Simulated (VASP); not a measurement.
Wanted: the native input for a VASP 6.6.1 run.

```yaml
Task: relaxation of volume and atoms at fixed shape
Functional: LDA
Potentials_or_basis: VASP PAW LDA potentials, release 64 (Re_sv_GW)
Cutoff: 560 eV
k_mesh: 20 × 20 × 20
Occupations: gaussian, width 0.05 eV
Spin: no spin polarisation
Dipole_correction: no
Further_INCAR_settings: ALGO = Normal; EDIFF = 1e-07; IBRION = 2; EDIFFG = -0.02; NSW = 80; ISIF = 8
```

The structure of Re lies in POSCAR:

```
Re
1.0
    0.0000000000      1.9750000000      1.9750000000
    1.9750000000      0.0000000000      1.9750000000
    1.9750000000      1.9750000000      0.0000000000
Re
1
Direct
    0.0000000000      0.0000000000      0.0000000000
```

This isn't the form of Re at room conditions, which is hcp.

These files were run (other wordings do the same):

INCAR

```
ALGO     = Normal         # electronic algorithm
EDIFF    = 1E-7           # SCF threshold, eV
EDIFFG   = -0.02          # ionic threshold
ENCUT    = 560            # plane-wave cutoff, eV
GGA      = CA             # functional
GGA_COMPAT= F            
IBRION   = 2              # ionic algorithm
ISIF     = 8              # what is computed and relaxed
ISMEAR   = 0              # smearing method
LASPH    = T              # aspherical terms in the spheres
LCHARG   = F              # write CHGCAR
LREAL    = F              # projectors in reciprocal space
LWAVE    = F              # write WAVECAR
NELM     = 120            # most SCF steps
NELMIN   = 4            
NSW      = 80             # ionic steps
PREC     = Accurate       # precision mode
SIGMA    = 0.05           # smearing width, eV
```

KPOINTS

```
k-points
0
Gamma
  20 20 20
```

Potentials or basis: VASP PAW LDA potentials, release 64 (Re_sv_GW).

The run is started by

```sh
$ cat potpaw_LDA.64/Re_sv_GW/POTCAR > POTCAR
$ mpirun -np 1 vasp_std > vasp.out
```

Results of the run:

The relaxed volume is 14.39 Å³/atom, the relaxed cell is a = 2.730 Å, b = 2.730 Å, c = 2.730 Å, α = 60.00°, β = 60.00°, γ = 60.00° and the space group after relaxing (to 0.1 Å) is Fm-3m (No. 225). The pressure after relaxing is 0.0 GPa and the band gap on the k mesh is zero (an odd number of electrons rules out a gap without spin polarisation).

Caveat: spin-orbit coupling is left out, which moves the levels of the heavy elements.

Run time: 60 s on 1 thread of Intel(R) Xeon(R) 6975P-C (Granite Rapids), on a shared host, peak memory 0.19 GiB.
